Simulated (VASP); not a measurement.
ZnSe: single point with LDA

Crystal: ZnSe.

```
CELL_PARAMETERS angstrom
4.16056 0.00000 0.00000
0.00000 4.16056 0.00000
0.00000 0.00000 5.49108
ATOMIC_POSITIONS crystal
Zn 0.00000 0.00000 0.00000
Zn 0.50000 0.50000 0.00000
Se 0.00000 0.50000 0.24200
Se 0.50000 0.00000 0.75800
```

This cell differs from its parent crystal: atoms shifted along a free coordinate.

```yaml
Program: VASP 6.6.1
Task: single point
Functional: LDA
Potentials_or_basis: VASP PAW LDA potentials, release 64 (Zn, Se)
Cutoff: 520 eV
k_mesh: 8 × 8 × 6
Occupations: gaussian, width 0.05 eV
Spin: no spin polarisation
```

- Pressure: -0.5 GPa
- Largest force: 0.645 eV/Å
- Band gap on the k mesh: 0.90 eV

Forces on the atoms (eV/Å):
```
Zn   0.000  0.000  0.000
Zn   0.000  0.000  0.000
Se   0.000  0.000  0.645
Se   0.000  0.000 -0.645
```

Stress tensor (GPa, compression positive):
```
-1.56  0.00  0.00
 0.00 -1.56  0.00
 0.00  0.00  1.51
```

Levels at points of the mesh, in eV from the valence-band top:
```tsv
k point	band 15	band 16	band 17	band 18	band 19	band 20	band 21	band 22
(0.00, 0.00, 0.00)	-3.04	-0.39	-0.39	0.00	0.90	1.57	2.28	5.37
(0.50, 0.00, 0.00)	-1.74	-1.74	-1.49	-1.49	2.87	2.87	5.97	5.97
(0.50, 0.50, 0.00)	-2.42	-2.42	-2.23	-2.23	3.14	3.14	3.74	3.74
(0.00, 0.00, 0.50)	-2.83	-1.44	-0.78	-0.78	1.08	3.19	3.74	4.46
(0.50, 0.00, 0.50)	-1.43	-1.43	-0.77	-0.77	2.07	2.07	5.64	5.64
(0.50, 0.50, 0.50)	-2.90	-2.90	-2.81	-2.81	5.02	5.02	5.52	5.52
```

Wall time 36 s on 1 thread of Intel(R) Xeon(R) 6975P-C (Granite Rapids), on a shared host, peak memory 0.25 GiB.

Caveat: the cell differs from its parent crystal (atoms shifted along a free coordinate). A k mesh can miss the band edges.
